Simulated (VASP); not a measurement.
Wanted: the native input for a VASP 6.6.1 run.

```
Task                   : single point
Functional             : LDA
Potentials or basis    : VASP PAW LDA potentials, release 64 (Mo_sv)
Cutoff                 : 520 eV
k mesh                 : 14 × 14 × 14
Occupations            : methfessel-paxton, width 1 eV
Spin                   : no spin polarisation
Dipole correction      : no
Further INCAR settings : ALGO = Normal; EDIFF = 1e-06; NBANDS = 13
```

The structure of Mo lies in POSCAR:

```
Mo
1.0
   -1.5565618036      1.5565618036      1.5565618036
    1.5565618036     -1.5565618036      1.5565618036
    1.5565618036      1.5565618036     -1.5565618036
Mo
1
Direct
    0.0000000000      0.0000000000      0.0000000000
```

One way to write it, as run:

INCAR

```
PREC = Accurate ; ENCUT = 520
EDIFF = 1E-6 ; ISMEAR = 1
SIGMA = 1.0 ; LREAL = False
LASPH = True ; NELM = 80
ALGO = Normal ; ISIF = 2
LWAVE = False ; LCHARG = False
GGA = CA ; NBANDS = 13
```

KPOINTS

```
Automatic mesh
0
Gamma
  14 14 14
```

Potentials or basis: VASP PAW LDA potentials, release 64 (Mo_sv).

Launch:

```sh
$ cat potpaw_LDA.64/Mo_sv/POTCAR > POTCAR
$ mpirun -np 1 vasp_std > vasp.out
```

It gave:

```yaml
Pressure: 0.0 GPa
Band_gap_on_the_k_mesh: zero (band 7 reaches 17.26 eV, above the bottom of band 8 at 11.60 eV)
```

Wall time 13 s on 1 thread of Intel(R) Xeon(R) Platinum 8259CL CPU @ 2.50GHz (Skylake/Cascade Lake) (shared host), peak memory 0.12 GiB.
